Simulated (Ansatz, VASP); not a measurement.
# CaSe: VASP beside Ansatz

```xyz
2
Lattice="0.0000 2.9560 2.9560 2.9560 0.0000 2.9560 2.9560 2.9560 0.0000" Properties=species:S:1:pos:R:3 pbc="T T T"
Ca    0.0000    0.0000    0.0000
Se    2.9560    2.9560    2.9310
```

Change from the starting cell: all Se atoms moved +0.025 Å, as atom 2 towards its neighbour atom 1 (Ca) at 2.956 Å.

Alike in both runs: task single point; functional PBEsol; k mesh 8 × 8 × 8; occupations gaussian, width 0.05 eV; no spin polarisation.

|  | VASP | Ansatz |
| --- | --- | --- |
| version | VASP 6.6.1 | Ansatz 0.2.0 |
| potentials or method | VASP PAW PBE potentials, release 64 (Ca_sv, Se), cutoff 520 eV | scalar-relativistic, plane waves, PAW |
| valence electrons in the cell | 16 | 26 |

|  | VASP | Ansatz | Ansatz less VASP |
| --- | --- | --- | --- |
| gap on the k mesh at the Fermi level (eV) | 1.92 | 1.94 | +0.013 |
| least direct gap on the mesh (eV) | 2.87 | 2.88 | +0.011 |
| pressure (GPa) | -0.9 | -1.1 | -0.19 |
| rms of the force components (eV/Å) | 0.043 | 0.042 | -0.0007 |

VASP's potentials were made for PBE, not for PBEsol. Atom by atom the forces differ by 0.001 eV/Å (rms over components). VASP's potentials hold 16 valence electrons a cell and Ansatz's 26, so a difference there can come from the potentials and not from the codes.
